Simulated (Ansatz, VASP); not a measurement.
**Two plane-wave programs on Ir**

```
Ir
1.0
     0.00000    2.06155    1.67789
     2.06155    0.00000    1.67789
     2.06155    2.06155    0.00000
Ir
1
Direct
  0.00000 0.00000 0.00000
```

Alike in both runs: task single point; functional PBE; k mesh 22 × 22 × 22; occupations gaussian, width 0.15 eV; no spin polarisation.

```csv
,VASP,Ansatz
version,VASP 6.6.1,Ansatz 0.2.0
potentials or method,"VASP PAW PBE potentials, release 64 (Ir), cutoff 520 eV","scalar-relativistic, plane waves, PAW"
valence electrons in the cell,9,17
```

|  | VASP | Ansatz | Ansatz less VASP |
| --- | --- | --- | --- |
| gap on the k mesh at the Fermi level (eV) | none | none | - |
| pressure (GPa) | 13.9 | 13.2 | -0.72 |
| traceless stress, the component that is largest in VASP (GPa) | 33.26 | 33.46 | +0.197 |

A gap of «none» marks a metal or a gap that the smearing closes. VASP's potentials hold 9 valence electrons a cell and Ansatz's 17, so a difference there can come from the potentials and not from the codes.

Neither program's run includes spin-orbit coupling.
